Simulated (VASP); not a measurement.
A run of VASP 6.6.1 is set up as follows.

INCAR

```
SYSTEM = AlN
PREC = Accurate ; ENCUT = 520
EDIFF = 1E-6 ; ISMEAR = 0
SIGMA = 0.01 ; LREAL = .FALSE.
LASPH = .TRUE. ; NELM = 100
ALGO = Normal ; ISIF = 2
LWAVE = .FALSE. ; LCHARG = .FALSE.
GGA = PS ; NBANDS = 11
```

File KPOINTS:

```
Automatic mesh
0
G
  6 6 6
  0 0 0
```

Contents of POSCAR:

```
AlN
1.0
    0.0000000000      2.1839940000      2.1839940000
    2.1839940000      0.0000000000      2.1839940000
    2.1839940000      2.1839940000      0.0000000000
Al N
1 1
Direct
    0.0000000000      0.0000000000      0.0000000000
    0.7500000000      0.7500000000      0.7500000000
```

Potentials or basis: VASP PAW PBE potentials, release 64 (Al, N).

The run is started by

```console
$ cat potpaw_PBE.64/Al/POTCAR potpaw_PBE.64/N/POTCAR > POTCAR
$ mpirun -np 1 vasp_std > vasp.out
```

(1) What does it give for the pressure?

(2) Predict the band gap on the k mesh.

Results:

(1) 1.3 GPa.

(2) 3.18 eV, indirect (least direct gap 4.13 eV).

Caveat: the PAW data sets were made with another functional, which shifts forces and pressure a little.
